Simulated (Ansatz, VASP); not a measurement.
One calculation of WS2, two programs

```
CELL_PARAMETERS angstrom
3.14608 0.00000 0.00000
-1.57304 2.72459 0.00000
0.00000 0.00000 13.21279
ATOMIC_POSITIONS crystal
W 0.33333 0.66667 0.25000
W 0.66667 0.33333 0.75000
S 0.33333 0.66667 0.63133
S 0.66667 0.33333 0.13133
S 0.33333 0.66667 0.86867
S 0.66667 0.33333 0.36867
```

Change from the starting cell: strain along c alone, the other axes held, atoms relaxed: +4.0 %.

Alike in both runs: functional PBEsol; k mesh 12 × 12 × 2; occupations gaussian, width 0.02 eV; no spin polarisation.

Ansatz relaxed the structure, and its values are those at the end. VASP's run is a single point on that final structure, the one shown.

|  | VASP | Ansatz |
| --- | --- | --- |
| version | VASP 6.6.1 | Ansatz 0.2.0 |
| potentials or method | VASP PAW PBE potentials, release 64 (W_sv, S), cutoff 520 eV | scalar-relativistic, plane waves, PAW |
| valence electrons in the cell | 52 | 52 |

```csv
,VASP,Ansatz,Ansatz less VASP
gap on the k mesh at the Fermi level (eV),1.32,1.30,-0.013
least direct gap on the mesh (eV),1.89,1.89,-0.004
pressure (GPa),-0.1,-0.2,-0.11
rms of the force components (eV/Å),0.012,0.002,-0.0102
```

VASP's potentials were made for PBE, not for PBEsol. Ansatz's warnings: stress scf threshold loose.

Spin-orbit coupling is off throughout.
